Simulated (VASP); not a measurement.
Here is a VASP 6.6.1 calculation.

The input POSCAR:

```
Ba
1.0
    0.0000000000      3.7408089443      3.7408089443
    3.7408089443      0.0000000000      3.7408089443
    3.7408089443      3.7408089443      0.0000000000
Ba
2
Direct
    0.1250000000      0.1250000000      0.1250000000
    0.8750000000      0.8750000000      0.8750000000
```

File INCAR.step1:

```
SYSTEM = Ba
PREC = Accurate
ENCUT = 520
ISMEAR = -1
SIGMA = 0.1
LREAL = .False.
LASPH = .True.
NELM = 60
NBANDS = 17
GGA = PE
ALGO = Normal
EDIFF = 1E-4
LWAVE = .True.
LCHARG = .False.
```

Contents of INCAR.step2:

```
SYSTEM = Ba
PREC = Accurate
ENCUT = 520
EDIFF = 1E-6
ISMEAR = -1
SIGMA = 0.1
LREAL = .False.
LASPH = .True.
NELM = 60
ALGO = Normal
ISIF = 2
LWAVE = .False.
LCHARG = .False.
METAGGA = R2SCAN
LMIXTAU = .True.
NBANDS = 17
ISTART = 1
```

Contents of KPOINTS:

```
Automatic mesh
0
Gamma
  8 8 8
  0 0 0
```

Potentials or basis: VASP PAW PBE potentials, release 64 (Ba_sv).

The run is started by

```bash
$ cat potpaw_PBE.64/Ba_sv/POTCAR > POTCAR
$ cp INCAR.step1 INCAR
$ mpirun -np 1 vasp_std > vasp.out
$ cp INCAR.step2 INCAR
$ mpirun -np 1 vasp_std > vasp.out
```

Q: What does it give for the pressure?

A: 1.2 GPa.

Q: Predict the band gap on the k mesh.

A: Zero (bands 10 and 11 overlap by 0.20 eV).

Caveat: the PAW data sets were made with another functional, which shifts forces and pressure a little; spin-orbit coupling is left out, which moves the levels of the heavy elements.
